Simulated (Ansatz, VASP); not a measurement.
**One calculation of As, two programs**

INCAR

```
SYSTEM = As
ALGO = Normal ; EDIFF = 1E-6
EDIFFG = -0.04 ; ENCUT = 600
GGA = PE ; IBRION = 2
ISIF = 3 ; ISMEAR = 0
LASPH = .TRUE. ; LCHARG = .FALSE.
LREAL = .FALSE. ; LWAVE = .FALSE.
NELM = 100 ; NSW = 90
PREC = Accurate ; SIGMA = 0.1
```

Contents of KPOINTS:

```
k-points
0
G
  4 4 4
  0 0 0
```

File POSCAR:

```
As
1.0
    5.7225020800      0.0000000000      0.0000000000
    0.0000000000      5.7225020800      0.0000000000
    0.0000000000      0.0000000000      5.7225020800
As
12
Direct
    0.0000000000      0.0000000000      0.0000000000
    0.5000000000      0.0000000000      0.5000000000
    0.5000000000      0.5000000000      0.0000000000
    0.0000000000      0.5000000000      0.5000000000
    0.6190059900      0.8809940100      0.1190059900
    0.8809940100      0.1190059900      0.6190059900
    0.1190059900      0.6190059900      0.8809940100
    0.3809940100      0.3809940100      0.3809940100
    0.6190059900      0.6190059900      0.6190059900
    0.8809940100      0.3809940100      0.1190059900
    0.1190059900      0.8809940100      0.3809940100
    0.3809940100      0.1190059900      0.8809940100
```

Input for Ansatz:

```yaml
crystal:
  lattice:
    - [5.72250208, 0.0, 0.0]
    - [0.0, 5.72250208, 0.0]
    - [0.0, 0.0, 5.72250208]
  atoms:
    - { symbol: As, position: [0.0, 0.0, 0.0] }
    - { symbol: As, position: [0.5, 0.0, 0.5] }
    - { symbol: As, position: [0.5, 0.5, 0.0] }
    - { symbol: As, position: [0.0, 0.5, 0.5] }
    - { symbol: As, position: [0.61900599, 0.88099401, 0.11900599] }
    - { symbol: As, position: [0.88099401, 0.11900599, 0.61900599] }
    - { symbol: As, position: [0.11900599, 0.61900599, 0.88099401] }
    - { symbol: As, position: [0.38099401, 0.38099401, 0.38099401] }
    - { symbol: As, position: [0.61900599, 0.61900599, 0.61900599] }
    - { symbol: As, position: [0.88099401, 0.38099401, 0.11900599] }
    - { symbol: As, position: [0.11900599, 0.88099401, 0.38099401] }
    - { symbol: As, position: [0.38099401, 0.11900599, 0.88099401] }
basis:
  ecutwfc: 420
kpoints:
  mp_grid: { grid: [4, 4, 4] }
hamiltonian:
  xc: pbe
scf:
  occupations: { method: gaussian, width: 0.1 }
  lower_state_search: "off"
output:
  forces: true
  stress: true
  eigenvalues: true
relax:
  adjacent_minimum: "off"
  f_tol: 0.04
  max_steps: 70
  cell: { stress_tol: 0.4 }
```

Alike in both runs: task relaxation of cell and atoms; functional PBE; k mesh 4 × 4 × 4; occupations gaussian, width 0.1 eV; no spin polarisation.

```csv
,VASP,Ansatz
version,VASP 6.6.1,Ansatz 0.2.0
potentials or method,"VASP PAW PBE potentials, release 64 (As), cutoff 600 eV","scalar-relativistic, plane waves, PAW"
valence electrons in the cell,60,180
```

```tsv
	VASP	Ansatz	Ansatz less VASP
gap on the k mesh at the Fermi level, each at its own relaxed structure (eV)	none	none	-
relaxed volume (Å³/atom)	22.61	22.51	-0.100
relaxed cell length with the largest relative difference (Å)	6.474	6.464	-0.0096
```

A gap of «none» marks a metal or a gap that the smearing closes. VASP's potentials hold 60 valence electrons a cell and Ansatz's 180, so a difference there can come from the potentials and not from the codes.

Noted on VASP's run: the volume moved by over 15 % at a fixed basis, so the end points are rough.
